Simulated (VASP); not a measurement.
Wanted: the native input for a VASP 6.6.1 run.

```
Task                   : single point
Functional             : PBE
Potentials or basis    : VASP PAW PBE potentials, release 64 (Ru_pv)
Cutoff                 : 500 eV
k mesh                 : 6 × 6 × 6
Occupations            : gaussian, width 0.1 eV
Spin                   : no spin polarisation
Dipole correction      : no
Further INCAR settings : ALGO = Normal; EDIFF = 1e-06; NBANDS = 21
```

The structure of Ru lies in POSCAR:

```
Ru
1.0
    0.0000000000      3.2849633478      3.2849633478
    3.2849633478      0.0000000000      3.2849633478
    3.2849633478      3.2849633478      0.0000000000
Ru
2
Direct
    0.2500000000      0.2500000000      0.2500000000
    0.0000000000      0.0000000000      0.0000000000
```

This isn't the form of Ru at room conditions, which is hcp.

These files were run (other wordings do the same):

INCAR

```
SYSTEM = Ru
PREC = Accurate
ENCUT = 500
EDIFF = 1E-6
ISMEAR = 0
SIGMA = 0.1
LREAL = .False.
LASPH = .True.
NELM = 120
ALGO = Normal
ISIF = 2
LWAVE = .False.
LCHARG = .False.
GGA = PE
NBANDS = 21
GGA_COMPAT = .False.
```

KPOINTS

```
regular mesh
0
Gamma
  6 6 6
  0 0 0
```

Potentials or basis: VASP PAW PBE potentials, release 64 (Ru_pv).

The run is started by

```console
$ cat potpaw_PBE.64/Ru_pv/POTCAR > POTCAR
$ mpirun -np 1 vasp_std > vasp.out
```

Results of the run:

```yaml
Pressure: -22.7 GPa
Band_gap_on_the_k_mesh: zero (bands 14 and 15 overlap by 0.30 eV)
```

Caveat: the cell stands under tension.

Run time: 15 s on 1 thread of AMD EPYC 9R45 96-Core Processor (Zen 5) (shared host), peak memory 0.16 GiB.
